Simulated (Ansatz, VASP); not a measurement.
One calculation of WC, two programs

```
CELL_PARAMETERS angstrom
2.90650 0.00000 0.00000
-1.45325 2.51710 0.00000
0.00000 0.00000 2.83660
ATOMIC_POSITIONS crystal
W 0.00000 0.00000 0.00000
C 0.66667 0.33333 0.50000
```

Alike in both runs: task single point; functional PBE; k mesh 10 × 10 × 9; occupations gaussian, width 0.024 eV; no spin polarisation.

|  | VASP | Ansatz |
| --- | --- | --- |
| version | VASP 6.6.1 | Ansatz 0.2.0 |
| potentials or method | VASP PAW PBE potentials, release 64 (W_sv, C) | Ansatz PAW |
| plane-wave cutoff (eV) | 520 | 420 |
| valence electrons in the cell | 18 | 18 |

|  | VASP | Ansatz | Ansatz less VASP |
| --- | --- | --- | --- |
| gap on the k mesh at the Fermi level (eV) | none | none | - |
| pressure (GPa) | 6.7 | 5.6 | -1.13 |
| traceless stress, the component that is largest in VASP (GPa) | -0.44 | -0.62 | -0.184 |

A gap of «none» marks a metal or a gap that the smearing closes.

Spin-orbit coupling is off throughout.
